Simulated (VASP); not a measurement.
Runs of VASP 6.6.1 on Ge. The structure is that of space group Fd-3m (No. 227), or close to it. The cells are those of the table. 

```csv
cell,k mesh,cutoff (eV),smearing,gap on the mesh (eV),pressure (GPa)
"a = 4.013 Å, angles 60.0°, 2 atoms",6 × 6 × 6,520,gaussian 0.1 eV,0.32,-0.1
"a = 4.013 Å, angles 60.0°, 2 atoms",12 × 12 × 12,520,gaussian 0.02 eV,0.32,(b)
"a = 3.596 Å, angles 60.0°, 2 atoms",12 × 12 × 12,550,gaussian 0.02 eV,0.16,50.3
"a = 3.737 Å, angles 60.0°, 2 atoms",12 × 12 × 12,550,gaussian 0.02 eV,0.43,25.3
"a = 3.451 Å, angles 60.0°, 2 atoms",12 × 12 × 12,550,gaussian 0.01 eV,none,90.4
"a = 3.947 Å, angles 60.0°, 2 atoms",12 × 12 × 12,550,gaussian 0.02 eV,0.58,(a)
"a = 3.849 Å, angles 60.0°, 2 atoms",12 × 12 × 12,550,gaussian 0.02 eV,0.60,12.2
```

Alike in all rows: task single point; level r2SCAN; potentials or basis VASP PAW PBE potentials, release 64 (Ge_d); no spin polarisation.

Question: Fill in the values left out.

Answer: (a) 4.2; (b) 0.1.

Caveats: the PAW data sets were made with another functional, which shifts forces and pressure a little.

A k mesh can miss the band edges, and the runs leave out spin-orbit coupling on Ge.

A gap of «none» marks levels without a gap at the run's occupations.
